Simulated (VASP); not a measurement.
# CoO (R-3m) in VASP: further runs

The runs below take CoO through single point, with PBEsol.

Program: VASP 6.6.1. These are calculated values, not measurements. Logs are shortened: lines on timing, memory, paths and dates and some standing lists are left out, and cuts for length are marked.

### Step 1. The cell of the first run

It takes space group R-3m (No. 166, trigonal). Conventional cell: a = 2.891 Å, b = 2.891 Å, c = 7.613 Å, α = 90.00°, β = 90.00°, γ = 120.00°. Co (site symmetry -3m) has 6 O at 2.10 Å within 2.8 Å. O (site symmetry -3m) has 6 Co at 2.10 Å within 2.8 Å.

### Step 2. Single point, PBEsol, collinear spin, ferromagnetic start (strain -0.040 along x and y, +0.040 along z)

File INCAR:

```
PREC = Accurate ; ENCUT = 520
EDIFF = 1E-6 ; ISMEAR = 0
SIGMA = 0.15 ; LREAL = False
LASPH = True ; NELM = 150
ALGO = Normal ; ISIF = 2
LWAVE = False ; LCHARG = True
ISPIN = 2 ; MAGMOM = 2.64 0.33
LORBIT = 11 ; LMAXMIX = 4
GGA = PS ; LELF = True
LVHAR = True ; NBANDS = 18
```

File KPOINTS:

```
Automatic mesh
0
Gamma
  18 18 18
```

File POSCAR:

```
CoO
1.0
    1.4452507627      0.8344159169      2.5375239824
   -1.4452507627      0.8344159169      2.5375239824
    0.0000000000     -1.6688318338      2.5375239824
Co O
1 1
Direct
    0.0000000000      0.0000000000      0.0000000000
    0.5000000000      0.5000000000      0.5000000000
```

Potentials or basis: VASP PAW PBE potentials, release 64 (Co, O).

Started as:

```sh
$ cat potpaw_PBE.64/Co/POTCAR potpaw_PBE.64/O/POTCAR > POTCAR
$ mpirun -np 1 vasp_std > vasp.out
```

OUTCAR:

```text
PREC = Accurate
   ENCUT = 520
   EDIFF = 1E-6
   ISMEAR = 0
   LREAL = False
   LASPH = True
   NELM = 150
   ISIF = 2
   ISPIN = 2
   LORBIT = 11
   GGA = PS

 ion  position               nearest neighbor table
   1  0.000  0.000  0.000-   2 2.10   2 2.10   2 2.10   2 2.10   2 2.10   2 2.10
   2  0.500  0.500  0.500-   1 2.10   1 2.10   1 2.10   1 2.10   1 2.10   1 2.10

  LATTYP: Found a trigonal (rhomboedric) cell.
 ALAT       =     3.0371084358
 COS(alpha) =     0.5471067854

  Lattice vectors:

 A1 = (   1.4452507627,   0.8344159169,   2.5375239824)
 A2 = (  -1.4452507627,   0.8344159169,   2.5375239824)
 A3 = (   0.0000000000,  -1.6688318338,   2.5375239824)

Analysis of symmetry for initial positions (statically):
=====================================================================
 Subroutine PRICEL returns:
 Original cell was already a primitive cell.

 Routine SETGRP: Setting up the symmetry group for a
 trigonal (rhombohedral) supercell.

 Subroutine GETGRP returns: Found 12 space group operations
 (whereof 12 operations were pure point group operations)
 out of a pool of 12 trial point group operations.

The static configuration has the point symmetry D_3d.

Analysis of symmetry for dynamics (positions and initial velocities):
=====================================================================
 Subroutine PRICEL returns:
 Original cell was already a primitive cell.

 Routine SETGRP: Setting up the symmetry group for a
 trigonal (rhombohedral) supercell.

 Subroutine GETGRP returns: Found 12 space group operations
 (whereof 12 operations were pure point group operations)
 out of a pool of 12 trial point group operations.

The dynamic configuration has the point symmetry D_3d.

Analysis of structural, dynamic, and magnetic symmetry:
=====================================================================
 Subroutine PRICEL returns:
 Original cell was already a primitive cell.

 Routine SETGRP: Setting up the symmetry group for a
 trigonal (rhombohedral) supercell.

 Subroutine GETGRP returns: Found 12 space group operations
 (whereof 12 operations were pure point group operations)
 out of a pool of 12 trial point group operations.

The overall configuration has the point symmetry D_3d.

 Subroutine INISYM returns: Found 12 space group operations
 (whereof 12 operations are pure point group operations),
 and found     1 'primitive' translations

----------------------------------------------------------------------------------------

                                     Primitive cell

  volume of cell :      18.3606

  direct lattice vectors                    reciprocal lattice vectors
     1.445250763  0.834415917  2.537523982     0.345960724  0.199740517  0.131361648
    -1.445250763  0.834415917  2.537523982    -0.345960724  0.199740517  0.131361648
     0.000000000 -1.668831834  2.537523982     0.000000000 -0.399481034  0.131361648

  length of vectors
     3.037108436  3.037108436  3.037108436     0.420524648  0.420524648  0.420524648

  position of ions in fractional coordinates (direct lattice)
     0.000000000  0.000000000  0.000000000
     0.500000000  0.500000000  0.500000000

  ion indices of the primitive-cell ions
   primitive index   ion index
                 1           1
                 2           2

----------------------------------------------------------------------------------------

 KPOINTS: Automatic mesh

Automatic generation of k-mesh.
 Grid dimensions read from file:
 generate k-points for:   18   18   18

 Generating k-lattice:

  Cartesian coordinates                     Fractional coordinates (reciprocal lattice)
     0.019220040  0.011096695  0.007297869     0.055555556  0.000000000  0.000000000
    -0.019220040  0.011096695  0.007297869     0.000000000  0.055555556  0.000000000
     0.000000000 -0.022193391  0.007297869     0.000000000  0.000000000  0.055555556

  Length of vectors
     0.023362480  0.023362480  0.023362480

  Shift w.r.t. Gamma in fractional coordinates (k-lattice)
     0.000000000  0.000000000  0.000000000

 Subroutine IBZKPT returns following result:
 ===========================================

 Found    580 irreducible k-points:

 Following reciprocal coordinates:
            Coordinates               Weight
  0.000000  0.000000  0.000000      1.000000
  0.055556  0.000000  0.000000      6.000000
  0.111111  0.000000  0.000000      6.000000
  0.166667  0.000000  0.000000      6.000000
  0.222222  0.000000  0.000000      6.000000
  0.277778  0.000000  0.000000      6.000000
[... 16 lines left out ...]
 -0.277778  0.055556  0.000000     12.000000
 -0.222222  0.055556  0.000000     12.000000
 [... further k-points ...]
   k-points           NKPTS =    580   k-points in BZ     NKDIM =    580   number of bands    NBANDS=     18
   number of dos      NEDOS =    301   number of ions     NIONS =      2
   total plane-waves  NPLWV =  13824
   dimension x,y,z NGX =    24 NGY =   24 NGZ =   24
   dimension x,y,z NGXF=    48 NGYF=   48 NGZF=   48
   ions per type =               1   1
   NGX,Y,Z   is equivalent  to a cutoff of  13.14, 13.14, 13.14 a.u.
   NGXF,Y,Z  is equivalent  to a cutoff of  26.27, 26.27, 26.27 a.u.
 SYSTEM =  unknown system
   PREC   = accura    normal or accurate (medium, high low for compatibility)
   ISTART =      0    job   : 0-new  1-cont  2-samecut
   ICHARG =      2    charge: 1-file 2-atom 10-const
   ISPIN  =      2    spin polarized calculation?
   LNONCOLLINEAR =      F non collinear calculations
   LSORBIT =      F    spin-orbit coupling
   LASPH  =      T    aspherical Exc in radial PAW
   ENCUT  =  520.0 eV  38.22 Ry    6.18 a.u.   5.65  5.65  5.65*2*pi/ulx,y,z
   NELM   =    150;   NELMIN=  2; NELMDL= -5     # of ELM steps
   EDIFF  = 0.1E-05   stopping-criterion for ELM
   LREAL  =      F    real-space projection
   EDIFFG = 0.1E-04   stopping-criterion for IOM
   NSW    =      0    number of steps for IOM
   IBRION =     -1    ionic relax: 0-MD 1-quasi-New 2-CG
   NFREE  =      0    steps in history (QN), initial steepest desc. (CG)
   ISIF   =      2    stress and relaxation
   ISYM   =      2    0-nonsym 1-usesym 2-fastsym
   POTIM  = 0.5000    time-step for ionic-motion
   TEBEG  =    0.0;   TEEND  =   0.0 temperature during run
   PSTRESS=    0.0 pullay stress
   NELECT =      15.0000    total number of electrons
   NUPDOWN=      -1.0000    fix difference up-down
   EMIN   =  10.00;   EMAX   =-10.00  energy-range for DOS
   EFERMI =   0.00;   METHOD = LEGACY
   ISMEAR =     0;   SIGMA  =   0.15  broadening in eV -4-tet -1-fermi 0-gaus
   EFERMI_NEDOS =   21; number of points for ismear=-14 and -15
   IALGO  =     38    algorithm
   IMIX   =      4    mixing-type and parameters
     AMIX     =   0.40;   BMIX     =  1.00
     AMIX_MAG =   1.60;   BMIX_MAG =  1.00
  volume/ion in A,a.u.               =       9.18        61.95
  Fermi-wavevector in a.u.,A,eV,Ry     =   1.530416  2.892067 31.867203  2.342173
  Thomas-Fermi vector in A             =   2.637902
   LORBIT       =     11    0 simple, 1 ext, 2 COOP (PROOUT), +10 PAW based schemes
   GGA     = PS    functional components
   LHFCALC =     F    Hartree Fock is set to
   AEXX    =    0.0000 exact exchange contribution
   IVDW    =     0    specifies the selected vdW correction
   LEPSILON=     F    determine dielectric tensor
   LRPA    =     F    only Hartree local field effects (RPA)
 spin polarized calculation
 Gauss-broadening in eV      SIGMA  =   0.15
  energy-cutoff  :      520.00
  volume of cell :       18.36
 maximum number of plane-waves:       511
   NGX = 11   NGY = 11   NGZ = 11

 number of electron      14.9999998 magnetization       2.7562556

 Free energy of the ion-electron system (eV)
  ---------------------------------------------------
  ext. energy  EPLUGINS =         0.00000000
  ---------------------------------------------------
  free energy    TOTEN  =       -14.01785467 eV

  energy without entropy =      -13.97744411  energy(sigma->0) =      -13.99764939

 E-fermi :   8.5213     XC(G=0): -12.9627

 val. band max:        8.5208166087   @ k =  -0.1667   0.5000   0.1667
 cond. band min:       8.5215527476   @ k =   0.2222   0.2222   0.0000
 fundamental gap:      0.0007361388
 Fermi energy:         8.5213365237

 spin component 1

 k-point     1 :       0.0000    0.0000    0.0000
  band No.  band energies     occupation
      1     -12.1516      1.00000
      2       4.7618      1.00000
      3       5.1269      1.00000
      4       5.2541      1.00000
      5       5.2541      1.00000
      6       5.2934      1.00000
[... 10 lines left out ...]
     17      31.2763      0.00000
     18      34.0000      0.00000

 k-point     2 :       0.0556    0.0000    0.0000
  band No.  band energies     occupation
      1     -12.1143      1.00000
      2       4.3812      1.00000
      3       4.7756      1.00000
      4       4.8352      1.00000
      5       5.1990      1.00000
      6       5.4257      1.00000
[... 10 lines left out ...]
     17      31.6069      0.00000
     18      34.5779      0.00000

 k-point     3 :       0.1111    0.0000    0.0000
  band No.  band energies     occupation
      1     -12.0044      1.00000
      2       3.8488      1.00000
      3       4.1252      1.00000
      4       4.2647      1.00000
      5       5.2751      1.00000
      6       5.5077      1.00000
[... 10 lines left out ...]
     17      32.7939      0.00000
     18      35.7768      0.00000

 k-point     4 :       0.1667    0.0000    0.0000
  band No.  band energies     occupation
      1     -11.8307      1.00000
      2       3.2312      1.00000
      3       3.4100      1.00000
      4       3.7894      1.00000
      5       5.3988      1.00000
      6       5.6289      1.00000
[... 375 lines left out ...]
      4       2.6729      1.00000
      5       5.8509      1.00000
      6       6.1306      1.00000
[... 10 lines left out ...]
     17      35.9243      0.00000
     18      38.2887      0.00000

 k-point    23 :      -0.2778    0.0556    0.0000
  band No.  band energies     occupation
      1     -11.2453      1.00000
      2       1.3162      1.00000
      3       2.4055      1.00000
      4       2.9697      1.00000
      5       5.7229      1.00000
      6       5.9716      1.00000
[... 10 lines left out ...]
     17      36.6425      0.00000
     18      38.7272      0.00000

 k-point    24 :      -0.2222    0.0556    0.0000
  band No.  band energies     occupation
      1     -11.4960      1.00000
      2       2.0419      1.00000
      3       2.7294      1.00000
      4       3.3509      1.00000
      5       5.5800      1.00000
      6       5.8067      1.00000
[... 10 lines left out ...]
     17      36.6302      0.00000
     18      38.3477      0.00000

 [... further k-points ...]

 spin component 2

 k-point     1 :       0.0000    0.0000    0.0000
  band No.  band energies     occupation
      1     -11.6738      1.00000
      2       5.2677      1.00000
      3       5.8571      1.00000
      4       5.8571      1.00000
      5       7.0248      1.00000
      6       7.3962      1.00000
[... 10 lines left out ...]
     17      32.2020      0.00000
     18      34.8064      0.00000

 k-point     2 :       0.0556    0.0000    0.0000
  band No.  band energies     occupation
      1     -11.6357      1.00000
      2       5.1254      1.00000
      3       5.5598      1.00000
      4       5.7186      1.00000
      5       7.0823      1.00000
      6       7.4384      1.00000
[... 10 lines left out ...]
     17      32.4681      0.00000
     18      35.3979      0.00000

 k-point     3 :       0.1111    0.0000    0.0000
  band No.  band energies     occupation
      1     -11.5234      1.00000
      2       4.6941      1.00000
      3       4.9613      1.00000
      4       5.3894      1.00000
      5       7.2176      1.00000
      6       7.5437      1.00000
[... 10 lines left out ...]
     17      33.5069      0.00000
     18      36.6139      0.00000

 k-point     4 :       0.1667    0.0000    0.0000
  band No.  band energies     occupation
      1     -11.3458      1.00000
      2       3.9049      1.00000
      3       4.5005      1.00000
      4       4.9944      1.00000
      5       7.3955      1.00000
      6       7.6848      1.00000
[... 375 lines left out ...]
      4       3.8746      1.00000
      5       7.9114      1.00000
      6       8.2425      0.99571
[... 10 lines left out ...]
     17      36.3864      0.00000
     18      38.7854      0.00000

 k-point    23 :      -0.2778    0.0556    0.0000
  band No.  band energies     occupation
      1     -10.7455      1.00000
      2       1.9275      1.00000
      3       3.6217      1.00000
      4       4.1463      1.00000
      5       7.7659      1.00000
      6       8.0315      1.00000
[... 10 lines left out ...]
     17      37.1377      0.00000
     18      39.2884      0.00000

 k-point    24 :      -0.2222    0.0556    0.0000
  band No.  band energies     occupation
      1     -11.0028      1.00000
      2       2.6924      1.00000
      3       3.9340      1.00000
      4       4.4845      1.00000
      5       7.5965      1.00000
      6       7.8464      1.00000
[... 10 lines left out ...]
     17      37.1587      0.00000
     18      39.0007      0.00000

 [... further k-points ...]
[... 5 lines left out ...]
  --------------------------------------------------------------------------------------
  -------------------------------------------------------------------------------------
  Total       -0.5458394     -0.5458394     -0.2875921      0.0000000      0.0000000      0.0000000
  in kB      -47.6308402    -47.6308402    -25.0957632      0.0000000      0.0000000      0.0000000
  external PRESSURE =     -40.1191478 kB  Pullay stress =       0.0000000 kB

 VOLUME and BASIS-vectors are now :
 -----------------------------------------------------------------------------
  energy-cutoff  :      520.00
  volume of cell :       18.36
      direct lattice vectors                 reciprocal lattice vectors
     1.445250763  0.834415917  2.537523982     0.345960724  0.199740517  0.131361648
    -1.445250763  0.834415917  2.537523982    -0.345960724  0.199740517  0.131361648
     0.000000000 -1.668831834  2.537523982     0.000000000 -0.399481034  0.131361648

 POSITION                                       TOTAL-FORCE (eV/Angst)
 -----------------------------------------------------------------------------------
      0.00000      0.00000      0.00000         0.000000      0.000000     -0.000000
      0.00000      0.00000      3.80629         0.000000     -0.000000      0.000000
 -----------------------------------------------------------------------------------
    total drift:                               -0.000000      0.000000     -0.000000

  FREE ENERGIE OF THE ION-ELECTRON SYSTEM (eV)
  ---------------------------------------------------
  free  energy   TOTEN  =       -14.0178546676 eV

  energy  without entropy=      -13.9774441051  energy(sigma->0) =      -13.99764939

 total charge

# of ion       s       p       d       tot
------------------------------------------
    1        0.312   0.395   7.191   7.898
    2        1.552   3.416   0.000   4.968
--------------------------------------------------
tot          1.864   3.811   7.191  12.866

 magnetization (x)

# of ion       s       p       d       tot
------------------------------------------
    1        0.020   0.019   2.395   2.433
    2        0.030   0.245   0.000   0.275
--------------------------------------------------
tot          0.050   0.264   2.395   2.708
```

Wall time 15 min (1 thread of AMD EPYC 7R13, shared host); peak memory 0.36 GiB.

Results:

```yaml
Free_energy: -14.0179 eV
Pressure: -4.0 GPa
Net_moment: 2.76 μB per cell
Site_moments: Co +2.43; O +0.28 μB
Valence_electrons_inside_the_program's_atomic_spheres: Co 7.90; O 4.97
```

Caveat: the cell differs from its parent crystal (strain -0.040 along x and y, +0.040 along z); the PAW data sets were made with another functional, which shifts forces and pressure a little; a cell with one magnetic atom can't hold antiferromagnetic order, which such compounds often take; semilocal functionals often make such compounds metallic where correlation or magnetic order opens a gap, which also shifts bond lengths.

(Part 1 of 2 ends here.)
